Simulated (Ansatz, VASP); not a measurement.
# One calculation of Hf, two programs

```
Hf
1.0
    -1.79431    1.79431    1.79431
     1.79431   -1.79431    1.79431
     1.79431    1.79431   -1.79431
Hf
1
Direct
  0.00000 0.00000 0.00000
```

Alike in both runs: task single point; functional r2SCAN; k mesh 14 × 14 × 14; occupations fermi-dirac, width 0.1 eV; no spin polarisation.

|  | VASP | Ansatz |
| --- | --- | --- |
| version | VASP 6.6.1 | Ansatz 0.2.0 |
| potentials or method | VASP PAW PBE potentials, release 64 (Hf_pv), cutoff 520 eV | plane waves (500 eV) with PAW, scalar-relativistic |
| valence electrons in the cell | 10 | 26 |

|  | VASP | Ansatz | Ansatz less VASP |
| --- | --- | --- | --- |
| pressure (GPa) | -4.1 | -3.7 | +0.44 |

VASP's potentials were made for PBE, not for r2SCAN. VASP's potentials hold 10 valence electrons a cell and Ansatz's 26, so a difference there can come from the potentials and not from the codes.

Spin-orbit coupling is off throughout.
